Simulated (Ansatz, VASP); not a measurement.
# Rh in VASP and in Ansatz

POSCAR

```
Rh
1.0
    0.0000000000      1.9015500000      1.8445035000
    1.9015500000      0.0000000000      1.8445035000
    1.9015500000      1.9015500000      0.0000000000
Rh
1
Direct
    0.0000000000      0.0000000000      0.0000000000
```

INCAR.step1

```
SYSTEM = Rh
  PREC = Accurate
  ENCUT = 520
  ISMEAR = 0
  SIGMA = 0.15
  LREAL = .False.
  LASPH = .True.
  NELM = 80
  NBANDS = 14
  GGA = PE
  ALGO = Normal
  EDIFF = 1E-4
  LWAVE = .True.
  LCHARG = .False.
```

The input INCAR.step2:

```
SYSTEM = Rh
  PREC = Accurate
  ENCUT = 520
  EDIFF = 1E-6
  ISMEAR = 0
  SIGMA = 0.15
  LREAL = .False.
  LASPH = .True.
  NELM = 80
  ALGO = Normal
  ISIF = 2
  LWAVE = .False.
  LCHARG = .False.
  METAGGA = R2SCAN
  LMIXTAU = .True.
  NBANDS = 14
  ISTART = 1
```

File KPOINTS:

```
Automatic mesh
0
Gamma
  22 22 22
  0 0 0
```

Input for Ansatz:

```yaml
crystal:
  lattice:
    - [0.0, 1.90155, 1.8445035]
    - [1.90155, 0.0, 1.8445035]
    - [1.90155, 1.90155, 0.0]
  atoms:
    - { symbol: Rh, position: [0.0, 0.0, 0.0] }
basis:
  ecutwfc: 500
kpoints:
  mp_grid: { grid: [22, 22, 22] }
hamiltonian:
  xc: r2scan
scf:
  occupations: { method: gaussian, width: 0.15 }
output:
  forces: true
  stress: true
  eigenvalues: true
```

Change from the starting cell: strain +0.000 along x and y, -0.030 along z, atoms carried along.

Alike in both runs: task single point; functional r2SCAN; k mesh 22 × 22 × 22; occupations gaussian, width 0.15 eV; no spin polarisation.

|  | VASP | Ansatz |
| --- | --- | --- |
| version | VASP 6.6.1 | Ansatz 0.2.0 |
| potentials or method | VASP PAW PBE potentials, release 64 (Rh_pv), cutoff 520 eV | scalar-relativistic, plane waves, PAW |
| valence electrons in the cell | 15 | 17 |

VASP gave:

| Property | Result |
| --- | --- |
| gap on the k mesh at the Fermi level (eV) | none |
| pressure (GPa) | 10.2 |
| traceless stress, the component that is largest in VASP (GPa) | 5.27 |

Q: Estimate Ansatz's values.

A: gap on the k mesh at the Fermi level (eV): none; pressure (GPa): 8.7; traceless stress, the component that is largest in VASP (GPa): 5.24.

VASP's potentials were made for PBE, not for r2SCAN. A gap of «none» marks a metal or a gap that the smearing closes. The functional is the same, so the differences come from potentials, cutoffs and numerics. VASP's potentials hold 15 valence electrons a cell and Ansatz's 17, so a difference there can come from the potentials and not from the codes.
